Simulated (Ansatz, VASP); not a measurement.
**Two plane-wave programs on LiY3**

File POSCAR:

```
LiY3
1.0
    0.0000000000      3.8998520000      3.8998520000
    3.8998520000      0.0000000000      3.8998520000
    3.8998520000      3.8998520000      0.0000000000
Li Y
1 3
Direct
    0.0000000000      0.0000000000      0.0000000000
    0.2500000000      0.2500000000      0.2500000000
    0.7500000000      0.7500000000      0.7500000000
    0.5000000000      0.5000000000      0.5000000000
```

Contents of INCAR.step1:

```
ALGO = Normal ; EDIFF = 1E-5
ENCUT = 830 ; GGA = PE
GGA_COMPAT = False ; ISMEAR = -1
LASPH = True ; LCHARG = False
LREAL = False ; LWAVE = True
NBANDS = 26 ; NELM = 120
PREC = Accurate ; SIGMA = 0.05
```

Contents of INCAR.step2:

```
ALGO = Normal ; EDIFF = 1E-6
ENCUT = 830 ; GGA_COMPAT = False
ISIF = 2 ; ISMEAR = -1
ISTART = 1 ; LASPH = True
LCHARG = False ; LMIXTAU = True
LREAL = False ; LWAVE = False
METAGGA = R2SCAN ; NBANDS = 26
NELM = 120 ; PREC = Accurate
SIGMA = 0.05
```

File KPOINTS:

```
k-points
0
Gamma
  2 2 2
```

Input for Ansatz:

```yaml
crystal:
  lattice:
    bravais: fcc
    a: 7.799704
  space_group: 225
  atoms:
    - { symbol: Li, position: [0.0, 0.0, 0.0] }
    - { symbol: "Y", position: [0.25, 0.75, 0.75] }
    - { symbol: "Y", position: [0.5, 0.0, 0.0] }
  reduce_to_primitive: true
basis:
  ecutwfc: 557.833418042754
kpoints:
  mp_grid:
    grid: [2, 2, 2]
hamiltonian:
  xc: r2scan
scf:
  convergence:
    dr2_threshold: 1.0e-10
  occupations:
    method: fermi_dirac
    width: 0.05
output:
  stress: true
```

Alike in both runs: task single point; functional r2SCAN; k mesh 2 × 2 × 2; occupations fermi-dirac, width 0.05 eV; no spin polarisation.

|  | VASP | Ansatz |
| --- | --- | --- |
| version | VASP 6.6.1 | Ansatz 0.2.0 |
| potentials or method | VASP PAW PBE potentials, release 64 (Li_sv, Y_sv), cutoff 830 eV | plane waves, PAW |
| valence electrons in the cell | 36 | 36 |

```tsv
	VASP	Ansatz	Ansatz less VASP
pressure (GPa)	-0.2	-0.2	-0.04
```

VASP's potentials were made for PBE, not for r2SCAN. With one functional, cell and mesh, what is left measures potentials, basis and numerics.

The k mesh is coarse, so the values compare programs but aren't converged.
